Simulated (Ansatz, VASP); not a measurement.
**Two plane-wave programs on TiSn2Te3**

The input INCAR:

```
  PREC = Accurate
  ENCUT = 520
  EDIFF = 1E-6
  ISMEAR = 0
  SIGMA = 0.1
  LREAL = False
  LASPH = True
  NELM = 100
  ALGO = Normal
  ISIF = 2
  LWAVE = False
  LCHARG = False
  GGA = PE
  NBANDS = 38
```

KPOINTS

```
Automatic mesh
0
Gamma
  3 3 6
```

File POSCAR:

```
TiSn2Te3
1.0
    7.0810441100      0.0000000000      0.0000000000
   -3.5405220600      6.1323640900      0.0000000000
    0.0000000000      0.0000000000      3.7060282600
Ti Sn Te
1 2 3
Direct
    0.0000000000      0.0000000000      0.0000000000
    0.3333333300      0.6666666700      0.0000000000
    0.6666666700      0.3333333300      0.0000000000
    0.5000000000      0.0000000000      0.5000000000
    0.5000000000      0.5000000000      0.5000000000
    0.0000000000      0.5000000000      0.5000000000
```

Input for Ansatz:

```yaml
crystal:
  lattice:
    - [7.08104411, 0.0, 0.0]
    - [-3.54052206, 6.13236409, 0.0]
    - [0.0, 0.0, 3.70602826]
  atoms:
    - { symbol: Ti, position: [0.0, 0.0, 0.0] }
    - { symbol: Sn, position: [0.33333333, 0.66666667, 0.0] }
    - { symbol: Sn, position: [0.66666667, 0.33333333, 0.0] }
    - { symbol: Te, position: [0.5, 0.0, 0.5] }
    - { symbol: Te, position: [0.5, 0.5, 0.5] }
    - { symbol: Te, position: [0.0, 0.5, 0.5] }
basis:
  ecutwfc: 420
kpoints:
  mp_grid: { grid: [3, 3, 6] }
hamiltonian:
  xc: pbe
scf:
  occupations: { method: gaussian, width: 0.1 }
  lower_state_search: "off"
output:
  forces: true
  stress: true
  eigenvalues: true
```

Change from the starting cell: species swapped into the EuB2Rh3 type (P6/mmm, No. 191).

Alike in both runs: task single point; functional PBE; k mesh 3 × 3 × 6; occupations gaussian, width 0.1 eV; no spin polarisation.

```csv
,VASP,Ansatz
version,VASP 6.6.1,Ansatz 0.2.0
potentials or method,"VASP PAW PBE potentials, release 64 (Ti_sv, Sn_d, Te), cutoff 520 eV","scalar-relativistic, plane waves, PAW"
valence electrons in the cell,58,88
```

|  | VASP | Ansatz | Ansatz less VASP |
| --- | --- | --- | --- |
| gap on the k mesh at the Fermi level (eV) | none | none | - |
| pressure (GPa) | 18.7 | 18.7 | -0.02 |
| traceless stress, the component that is largest in VASP (GPa) | 4.14 | 4.10 | -0.043 |

A gap of «none» marks a metal or a gap that the smearing closes. The functional is the same, so the differences come from potentials, cutoffs and numerics. VASP's potentials hold 58 valence electrons a cell and Ansatz's 88, so a difference there can come from the potentials and not from the codes.

Spin-orbit coupling is off throughout.
